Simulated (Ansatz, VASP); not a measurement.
**Two plane-wave programs on ZnO**

```
Zn O
1.0
     3.24931    0.00000    0.00000
     0.00000    5.20571    0.00000
     0.00000    0.00000   28.19393
Zn O
10 10
Direct
  0.00000 0.53519 0.29851
  0.50000 0.99728 0.31439
  0.50000 0.49802 0.38718
  0.00000 0.99162 0.41615
  0.00000 0.49393 0.48463
  0.50000 0.99393 0.51537
  0.50000 0.49162 0.58385
  0.00000 0.99802 0.61282
  0.00000 0.49728 0.68561
  0.50000 0.03519 0.70149
  0.50000 0.37540 0.31907
  0.00000 0.88251 0.28580
  0.00000 0.37261 0.41808
  0.50000 0.87501 0.38385
  0.50000 0.37349 0.51692
  0.00000 0.87349 0.48308
  0.00000 0.37501 0.61615
  0.50000 0.87261 0.58192
  0.50000 0.38251 0.71420
  0.00000 0.87540 0.68093
```

Alike in both runs: functional PBEsol; k mesh 8 × 6 × 1; occupations gaussian, width 0.05 eV; no spin polarisation.

Ansatz relaxed the structure, and its values are those at the end. VASP's run is a single point on that final structure, the one shown.

|  | VASP | Ansatz |
| --- | --- | --- |
| version | VASP 6.6.1 | Ansatz 0.2.0 |
| potentials or method | VASP PAW PBE potentials, release 64 (Zn, O), cutoff 520 eV | plane-wave PAW, scalar-relativistic |
| valence electrons in the cell | 180 | 180 |

```csv
,VASP,Ansatz,Ansatz less VASP
gap on the k mesh at the Fermi level (eV),0.81,0.82,+0.006
rms of the force components (eV/Å),0.022,0.003,-0.0183
```

VASP's potentials were made for PBE, not for PBEsol, and Ansatz warns of the same on its side.
